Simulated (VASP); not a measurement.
Set up this calculation in VASP 6.6.1, as the native input.

```
Task                   : relaxation of cell and atoms
Functional             : LDA
Potentials or basis    : VASP PAW LDA potentials, release 64 (Sc_sv, Al, N)
Cutoff                 : 600 eV
k mesh                 : 4 × 4 × 5
Occupations            : gaussian, width 0.02 eV
Spin                   : no spin polarisation
Dipole correction      : no
Further INCAR settings : LREAL = Auto; ALGO = Normal; EDIFF = 1e-07; IBRION = 2; EDIFFG = -0.004; NSW = 80; ISIF = 3
```

The structure of ScAl3N4 lies in POSCAR:

```
ScAl3N4
1.0
    6.3740000000      0.0000000000      0.0000000000
   -3.1870000000      5.5200459237      0.0000000000
    0.0000000000      0.0000000000      4.9570000000
Sc Al N
2 6 8
Direct
    0.1666666667      0.3333333333      0.0000000000
    0.8333333333      0.6666666667      0.5000000000
    0.1666666667      0.8333333333      0.0000000000
    0.6666666667      0.3333333333      0.0000000000
    0.6666666667      0.8333333333      0.0000000000
    0.3333333333      0.1666666667      0.5000000000
    0.3333333333      0.6666666667      0.5000000000
    0.8333333333      0.1666666667      0.5000000000
    0.1666666667      0.3333333333      0.3820000000
    0.1666666667      0.8333333333      0.3820000000
    0.6666666667      0.3333333333      0.3820000000
    0.6666666667      0.8333333333      0.3820000000
    0.3333333333      0.1666666667      0.8820000000
    0.3333333333      0.6666666667      0.8820000000
    0.8333333333      0.1666666667      0.8820000000
    0.8333333333      0.6666666667      0.8820000000
```

These files were run (other wordings do the same):

INCAR

```
SYSTEM = ScAl3N4
  PREC = Accurate
  ENCUT = 600
  EDIFF = 1E-7
  ISMEAR = 0
  SIGMA = 0.02
  LREAL = Auto
  LASPH = .True.
  NELM = 80
  ALGO = Normal
  ISIF = 3
  LWAVE = .False.
  LCHARG = .False.
  GGA = CA
  IBRION = 2
  NSW = 80
  EDIFFG = -0.004
```

KPOINTS

```
Automatic mesh
0
Gamma
  4 4 5
  0 0 0
```

Potentials or basis: VASP PAW LDA potentials, release 64 (Sc_sv, Al, N).

Launch:

```bash
$ cat potpaw_LDA.64/Sc_sv/POTCAR potpaw_LDA.64/Al/POTCAR potpaw_LDA.64/N/POTCAR > POTCAR
$ mpirun -np 1 vasp_std > vasp.out
```

Results of the run:

| Item | Value |
| --- | --- |
| Relaxed volume | 11.06 Å³/atom |
| Relaxed cell | a = 6.408 Å, b = 6.408 Å, c = 4.976 Å, α = 90.00°, β = 90.00°, γ = 120.00° |
| Space group after relaxing (to 0.1 Å) | P6_3mc (No. 186) |
| Energy gained by relaxing | 107.4 meV/atom |
| Ionic steps | 16 |
| Pressure after relaxing | 0.0 GPa |
| Band gap on the k mesh | 3.81 eV (least direct gap 3.84 eV) |

Caveat: an odd mesh through Γ misses points on the zone boundary, where band edges can lie.

Wall time 51 min on 1 thread of Intel(R) Xeon(R) Platinum 8488C (Sapphire Rapids), with other jobs on the host, peak memory 0.32 GiB.
